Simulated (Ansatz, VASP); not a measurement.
## CuI in VASP and in Ansatz

```
Cu I
1.0
     3.98560    0.00000    0.00000
     0.00000    3.98560    0.00000
     0.00000    0.00000    6.44127
Cu I
2 2
Direct
  0.00000 0.00000 0.00000
  0.50000 0.50000 0.00000
  0.00000 0.50000 0.26146
  0.50000 0.00000 0.73854
```

Alike in both runs: task relaxation of the atoms; functional PBEsol; k mesh 6 × 6 × 4; no spin polarisation.

|  | VASP | Ansatz |
| --- | --- | --- |
| version | VASP 6.6.1 | Ansatz 0.2.0 |
| potentials or method | VASP PAW PBE potentials, release 64 (Cu, I), cutoff 520 eV | all-electron LAPW, scalar-relativistic |
| occupations | gaussian, width 0.01 eV | fixed |

VASP gave:

```
gap on the k mesh at the Fermi level, each at its own relaxed structure (eV) : 1.52
```

**Question.** Estimate Ansatz's values.

**Answer.** gap on the k mesh at the Fermi level, each at its own relaxed structure (eV): 1.51.

VASP's potentials were made for PBE, not for PBEsol. Ansatz ran all-electron here, and VASP with PAW potentials.

Spin-orbit coupling is off throughout.
